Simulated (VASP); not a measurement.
A run of VASP 6.6.1:

File INCAR:

```
  PREC = Accurate
  ENCUT = 600
  EDIFF = 1E-6
  ISMEAR = -1
  SIGMA = 0.1
  LREAL = False
  LASPH = True
  NELM = 100
  ALGO = Normal
  ISIF = 3
  LWAVE = False
  LCHARG = False
  GGA = PE
  IBRION = 2
  NSW = 80
  EDIFFG = -0.02
  PSTRESS = 50.0
```

KPOINTS

```
regular mesh
0
Gamma
  7 7 7
```

The input POSCAR:

```
Tl
1.0
    3.1600000000      0.0000000000      0.0000000000
    0.0000000000      3.1600000000      0.0000000000
    0.0000000000      0.0000000000      3.1600000000
Tl
1
Direct
    0.0000000000      0.0000000000      0.0000000000
```

Potentials or basis: VASP PAW PBE potentials, release 64 (Tl_d).

The run is started by

```console
$ cat potpaw_PBE.64/Tl_d/POTCAR > POTCAR
$ mpirun -np 1 vasp_std > vasp.out
```

Hardware: 1 thread of Intel Xeon 8259CL, on a shared host.

**Question.** How long does it take, and how much memory?

**Answer.** Run time: 26 s on 1 thread of Intel Xeon 8259CL, with other jobs on the host, peak memory 0.17 GiB. Counts: scf iterations 24, k points 20, ion steps 3.
